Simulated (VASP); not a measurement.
# Be (P6/mmm) in VASP: a series of runs

The runs below take Be through single point, relaxation of cell and atoms, with PBE.

Everything below comes from runs of VASP 6.6.1. Logs are shortened: lines on timing, memory, paths and dates and some standing lists are left out, and cuts for length are marked.

## (1) The cell of the first run

Symmetry: P6/mmm, No. 191, hexagonal system. Conventional cell: a = 2.140 Å, b = 2.140 Å, c = 2.495 Å, α = 90.00°, β = 90.00°, γ = 120.00°. Within 2.8 Å of Be (site symmetry 6/mmm) lie 8 Be at 2.14 to 2.50 Å.

## (2) Single point, PBE

The input, INCAR:

```
  PREC = Accurate
  ENCUT = 520
  EDIFF = 1E-6
  ISMEAR = 0
  SIGMA = 0.1
  LREAL = F
  LASPH = T
  NELM = 80
  ALGO = Normal
  ISIF = 2
  LWAVE = F
  LCHARG = F
  GGA = PE
  NBANDS = 7
```

The input, KPOINTS:

```
regular mesh
0
Gamma
  9 9 8
```

The input, POSCAR:

```
Be
1.0
    2.1396376941      0.0000000000      0.0000000000
   -1.0698188470      1.8529805980      0.0000000000
    0.0000000000      0.0000000000      2.4953419610
Be
1
Direct
    0.0000000000      0.0000000000      0.0000000000
```

Potentials or basis: VASP PAW PBE potentials, release 64 (Be).

On the command line:

```
$ cat potpaw_PBE.64/Be/POTCAR > POTCAR
$ mpirun -np 1 vasp_std > vasp.out
```

OUTCAR:

```text
PREC = Accurate
   ENCUT = 520
   EDIFF = 1E-6
   ISMEAR = 0
   LREAL = F
   LASPH = T
   NELM = 80
   ISIF = 2
   GGA = PE

 ion  position               nearest neighbor table
   1  0.000  0.000  0.000-

  LATTYP: Found a hexagonal cell.
 ALAT       =     2.1396376941
 C/A-ratio  =     1.1662450927

  Lattice vectors:

 A1 = (   2.1396376941,   0.0000000000,   0.0000000000)
 A2 = (  -1.0698188470,   1.8529805980,   0.0000000000)
 A3 = (   0.0000000000,   0.0000000000,   2.4953419610)

Analysis of symmetry for initial positions (statically):
=====================================================================
 Subroutine PRICEL returns:
 Original cell was already a primitive cell.

 Routine SETGRP: Setting up the symmetry group for a
 hexagonal supercell.

 Subroutine GETGRP returns: Found 24 space group operations
 (whereof 24 operations were pure point group operations)
 out of a pool of 24 trial point group operations.

The static configuration has the point symmetry D_6h.

Analysis of symmetry for dynamics (positions and initial velocities):
=====================================================================
 Subroutine PRICEL returns:
 Original cell was already a primitive cell.

 Routine SETGRP: Setting up the symmetry group for a
 hexagonal supercell.

 Subroutine GETGRP returns: Found 24 space group operations
 (whereof 24 operations were pure point group operations)
 out of a pool of 24 trial point group operations.

The dynamic configuration has the point symmetry D_6h.

 Subroutine INISYM returns: Found 24 space group operations
 (whereof 24 operations are pure point group operations),
 and found     1 'primitive' translations

----------------------------------------------------------------------------------------

                                     Primitive cell

  volume of cell :       9.8933

  direct lattice vectors                    reciprocal lattice vectors
     2.139637694  0.000000000  0.000000000     0.467368846  0.269835529  0.000000000
    -1.069818847  1.852980598  0.000000000     0.000000000  0.539671058  0.000000000
     0.000000000  0.000000000  2.495341961     0.000000000  0.000000000  0.400746677

  length of vectors
     2.139637694  2.139637694  2.495341961     0.539671058  0.539671058  0.400746677

  position of ions in fractional coordinates (direct lattice)
     0.000000000  0.000000000  0.000000000

  ion indices of the primitive-cell ions
   primitive index   ion index
                 1           1

----------------------------------------------------------------------------------------

 KPOINTS: regular mesh

Automatic generation of k-mesh.
 Grid dimensions read from file:
 generate k-points for:    9    9    8

 Generating k-lattice:

  Cartesian coordinates                     Fractional coordinates (reciprocal lattice)
     0.051929872  0.029981725  0.000000000     0.111111111  0.000000000  0.000000000
     0.000000000  0.059963451  0.000000000     0.000000000  0.111111111  0.000000000
     0.000000000  0.000000000  0.050093335     0.000000000  0.000000000  0.125000000

  Length of vectors
     0.059963451  0.059963451  0.050093335

  Shift w.r.t. Gamma in fractional coordinates (k-lattice)
     0.000000000  0.000000000  0.000000000

 Subroutine IBZKPT returns following result:
 ===========================================

 Found     60 irreducible k-points:

 Following reciprocal coordinates:
            Coordinates               Weight
  0.000000  0.000000  0.000000      1.000000
  0.111111 -0.000000  0.000000      6.000000
  0.222222 -0.000000  0.000000      6.000000
  0.333333 -0.000000  0.000000      6.000000
  0.444444 -0.000000  0.000000      6.000000
  0.111111  0.111111  0.000000      6.000000
[... 16 lines left out ...]
  0.333333  0.222222  0.125000     24.000000
  0.333333  0.333333  0.125000      4.000000
 [... further k-points ...]
   k-points           NKPTS =     60   k-points in BZ     NKDIM =     60   number of bands    NBANDS=      7
   number of dos      NEDOS =    301   number of ions     NIONS =      1
   total plane-waves  NPLWV =   5120
   dimension x,y,z NGX =    16 NGY =   16 NGZ =   20
   dimension x,y,z NGXF=    32 NGYF=   32 NGZF=   40
   ions per type =               1
   NGX,Y,Z   is equivalent  to a cutoff of  12.43, 12.43, 13.32 a.u.
   NGXF,Y,Z  is equivalent  to a cutoff of  24.86, 24.86, 26.65 a.u.
 SYSTEM =  unknown system
   PREC   = accura    normal or accurate (medium, high low for compatibility)
   ISTART =      0    job   : 0-new  1-cont  2-samecut
   ICHARG =      2    charge: 1-file 2-atom 10-const
   ISPIN  =      1    spin polarized calculation?
   LNONCOLLINEAR =      F non collinear calculations
   LSORBIT =      F    spin-orbit coupling
   LASPH  =      T    aspherical Exc in radial PAW
   ENCUT  =  520.0 eV  38.22 Ry    6.18 a.u.   3.98  3.98  4.64*2*pi/ulx,y,z
   NELM   =     80;   NELMIN=  2; NELMDL= -5     # of ELM steps
   EDIFF  = 0.1E-05   stopping-criterion for ELM
   LREAL  =      F    real-space projection
   EDIFFG = 0.1E-04   stopping-criterion for IOM
   NSW    =      0    number of steps for IOM
   IBRION =     -1    ionic relax: 0-MD 1-quasi-New 2-CG
   NFREE  =      0    steps in history (QN), initial steepest desc. (CG)
   ISIF   =      2    stress and relaxation
   ISYM   =      2    0-nonsym 1-usesym 2-fastsym
   POTIM  = 0.5000    time-step for ionic-motion
   TEBEG  =    0.0;   TEEND  =   0.0 temperature during run
   PSTRESS=    0.0 pullay stress
   NELECT =       2.0000    total number of electrons
   NUPDOWN=      -1.0000    fix difference up-down
   EMIN   =  10.00;   EMAX   =-10.00  energy-range for DOS
   EFERMI =   0.00;   METHOD = LEGACY
   ISMEAR =     0;   SIGMA  =   0.10  broadening in eV -4-tet -1-fermi 0-gaus
   EFERMI_NEDOS =   21; number of points for ismear=-14 and -15
   IALGO  =     38    algorithm
   IMIX   =      4    mixing-type and parameters
     AMIX     =   0.40;   BMIX     =  1.00
     AMIX_MAG =   1.60;   BMIX_MAG =  1.00
  volume/ion in A,a.u.               =       9.89        66.76
  Fermi-wavevector in a.u.,A,eV,Ry     =   0.960811  1.815669 12.560313  0.923157
  Thomas-Fermi vector in A             =   2.090128
   LORBIT       =      0    0 simple, 1 ext, 2 COOP (PROOUT), +10 PAW based schemes
   GGA     = PE    functional components
   LHFCALC =     F    Hartree Fock is set to
   AEXX    =    0.0000 exact exchange contribution
   IVDW    =     0    specifies the selected vdW correction
   LEPSILON=     F    determine dielectric tensor
   LRPA    =     F    only Hartree local field effects (RPA)
 non-spin polarized calculation
 Gauss-broadening in eV      SIGMA  =   0.10
  energy-cutoff  :      520.00
  volume of cell :        9.89
 maximum number of plane-waves:       278
 NGX is ok and might be reduce to    16
   NGX =  7   NGY =  7   NGZ =  9

 number of electron       2.0000000 magnetization

 Free energy of the ion-electron system (eV)
  ---------------------------------------------------
  ext. energy  EPLUGINS =         0.00000000
  ---------------------------------------------------
  free energy    TOTEN  =        -3.26790492 eV

  energy without entropy =       -3.26575462  energy(sigma->0) =       -3.26682977

 E-fermi :   4.3439     XC(G=0):  -9.7887

 val. band max:        4.3132894439   @ k =   0.4444  -0.0000   0.5000
 cond. band min:       4.4334151012   @ k =   0.2222  -0.0000   0.3750
 fundamental gap:      0.1201256573
 Fermi energy:         4.3439105186

 k-point     1 :       0.0000    0.0000    0.0000
  band No.  band energies     occupation
      1      -4.8004      2.00000
      2      12.4330      0.00000
      3      19.1054      0.00000
      4      25.2753      0.00000
      5      25.2753      0.00000
      6      35.7217      0.00000
      7      35.7217      0.00000

 k-point     2 :       0.1111   -0.0000    0.0000
  band No.  band energies     occupation
      1      -4.3940      2.00000
      2      12.9196      0.00000
      3      18.6563      0.00000
      4      23.9386      0.00000
      5      23.9387      0.00000
      6      32.0954      0.00000
      7      38.0060      0.00000

 k-point     3 :       0.2222   -0.0000    0.0000
  band No.  band energies     occupation
      1      -3.1842      2.00000
      2      14.3508      0.00000
      3      15.9406      0.00000
      4      21.6777      0.00000
      5      22.2719      0.00000
      6      31.0955      0.00000
      7      38.7219      0.00000

 k-point     4 :       0.3333   -0.0000    0.0000
  band No.  band energies     occupation
      1      -1.2307      2.00000
      2      11.3483      0.00000
      3      16.5866      0.00000
      4      19.8983      0.00000
      5      22.9062      0.00000
      6      30.0924      0.00000
      7      32.8389      0.00000

 k-point     5 :       0.4444   -0.0000    0.0000
  band No.  band energies     occupation
      1       1.0621      2.00000
      2       7.4647      0.00000
      3      18.9627      0.00000
      4      18.9683      0.00000
      5      24.7489      0.00000
      6      27.7218      0.00000
      7      28.5492      0.00000
[... 161 lines left out ...]
 k-point    22 :       0.2222    0.2222    0.1250
  band No.  band energies     occupation
      1       0.2905      2.00000
      2      11.6607      0.00000
      3      12.6278      0.00000
      4      17.6940      0.00000
      5      25.8856      0.00000
      6      31.2226      0.00000
      7      32.7662      0.00000

 k-point    23 :       0.3333    0.2222    0.1250
  band No.  band energies     occupation
      1       2.7779      2.00000
      2       7.8266      0.00000
      3      12.4755      0.00000
      4      19.4284      0.00000
      5      24.1009      0.00000
      6      29.0406      0.00000
      7      34.0778      0.00000

 k-point    24 :       0.3333    0.3333    0.1250
  band No.  band energies     occupation
      1       5.4558      0.00000
      2       5.4558      0.00000
      3      11.1769      0.00000
      4      20.5637      0.00000
      5      25.4176      0.00000
      6      25.4176      0.00000
      7      36.8205      0.00000

 [... further k-points ...]
[... 5 lines left out ...]
  --------------------------------------------------------------------------------------
  -------------------------------------------------------------------------------------
  Total        0.0111661      0.0111661      0.0139756      0.0000000      0.0000000      0.0000000
  in kB        1.8083054      1.8083054      2.2632832      0.0000000      0.0000000      0.0000000
  external PRESSURE =       1.9599646 kB  Pullay stress =       0.0000000 kB

 VOLUME and BASIS-vectors are now :
 -----------------------------------------------------------------------------
  energy-cutoff  :      520.00
  volume of cell :        9.89
      direct lattice vectors                 reciprocal lattice vectors
     2.139637694  0.000000000  0.000000000     0.467368846  0.269835529  0.000000000
    -1.069818847  1.852980598  0.000000000     0.000000000  0.539671058  0.000000000
     0.000000000  0.000000000  2.495341961     0.000000000  0.000000000  0.400746677

 POSITION                                       TOTAL-FORCE (eV/Angst)
 -----------------------------------------------------------------------------------
      0.00000      0.00000      0.00000        -0.000000      0.000000      0.000000
 -----------------------------------------------------------------------------------
    total drift:                                0.000000     -0.000000      0.000000

  FREE ENERGIE OF THE ION-ELECTRON SYSTEM (eV)
  ---------------------------------------------------
  free  energy   TOTEN  =        -3.2679049241 eV

  energy  without entropy=       -3.2657546189  energy(sigma->0) =       -3.26682977
```

It took 3.2 s on 1 thread of Intel Xeon Platinum 8259CL at 2.50GHz (Skylake/Cascade Lake), shared host; peak memory 0.11 GiB.

What came out:

* Free energy: -3.2679 eV
* Pressure: 0.2 GPa
* Band gap on the k mesh: zero (band 1 reaches 8.05 eV, above the bottom of band 2 at 0.57 eV)

Caveat: the k points lie up to 0.38 Å⁻¹ apart.

## (3) Relaxation of cell and atoms, PBE

This run uses another cell than the first one, of 8.07 Å³/atom, 0.816 times its volume.

The input, INCAR:

```
SYSTEM = Be
  ALGO = Normal
  EDIFF = 1E-6
  EDIFFG = -0.04
  ENCUT = 600
  GGA = PE
  IBRION = 2
  ISIF = 3
  ISMEAR = 0
  LASPH = .True.
  LCHARG = .False.
  LREAL = .False.
  LWAVE = .False.
  NELM = 80
  NSW = 90
  PREC = Accurate
  SIGMA = 0.1
```

The input, KPOINTS:

```
k-points
0
Gamma
  9 9 8
  0 0 0
```

The input, POSCAR:

```
Be
1.0
    2.1523265991      0.0000000000      0.0000000000
   -1.0761632995      1.8639695120      0.0000000000
    0.0000000000      0.0000000000      2.0110801660
Be
1
Direct
    0.0000000000      0.0000000000      0.0000000000
```

Potentials or basis: VASP PAW PBE potentials, release 64 (Be).

On the command line:

```
$ cat potpaw_PBE.64/Be/POTCAR > POTCAR
$ mpirun -np 1 vasp_std > vasp.out
```

It took 9.2 s on 1 thread of Intel Xeon Platinum 8259CL at 2.50GHz (Skylake/Cascade Lake), shared host; peak memory 0.11 GiB.

Results (log left out):

```yaml
Free_energy: -3.2677 eV
Relaxed_volume: 9.87 Å³/atom
Relaxed_cell: a = 2.141 Å, b = 2.141 Å, c = 2.486 Å, α = 90.00°, β = 90.00°, γ = 120.00°
Space_group_after_relaxing_to_0.05_Å: P6/mmm (No. 191)
Energy_gained_by_relaxing: 242.7 meV/atom
Ionic_steps: 7
Pressure_after_relaxing: 0.1 GPa
Band_gap_on_the_k_mesh: zero (band 1 reaches 8.10 eV, above the bottom of band 2 at 0.64 eV)
```

Stress tensor (GPa, compression positive):
```
-0.12  0.00  0.00
 0.00 -0.12  0.00
 0.00  0.00  0.61
```

Step by step:
| step | energy change (eV) | largest force (eV/Å) | pressure (GPa) | volume (Å³) |
| --- | --- | --- | --- | --- |
| 1 | 0.0000 | 0.0000 | 13.46 | 8.07 |
| 2 | -0.1778 | 0.0000 | 6.07 | 8.84 |
| 3 | -0.2361 | 0.0000 | 3.94 | 9.39 |
| 4 | -0.2386 | 0.0000 | 3.61 | 9.59 |
| 5 | -0.2387 | 0.0000 | 3.61 | 9.56 |
| 6 | -0.2424 | 0.0000 | -0.83 | 9.96 |
| 7 | -0.2427 | 0.0000 | 0.13 | 9.87 |

Final structure:
```
Be
1.0
     2.14092    0.00000    0.00000
    -1.07046    1.85409    0.00000
     0.00000    0.00000    2.48614
Be
1
Direct
  0.00000 0.00000 0.00000
```

Levels at points of the mesh, in eV from the Fermi level:
| k point | band 1 | band 2 | band 3 | band 4 |
| --- | --- | --- | --- | --- |
| (0.00, 0.00, 0.00) | -9.18 | 8.19 | 14.88 | 20.87 |
| (0.00, 0.00, 0.50) | -4.74 | -3.75 | 22.27 | 22.27 |

Caveat: the k points lie up to 0.38 Å⁻¹ apart in the final cell; the volume moved by over 15 % at a fixed basis, so the end points are rough.
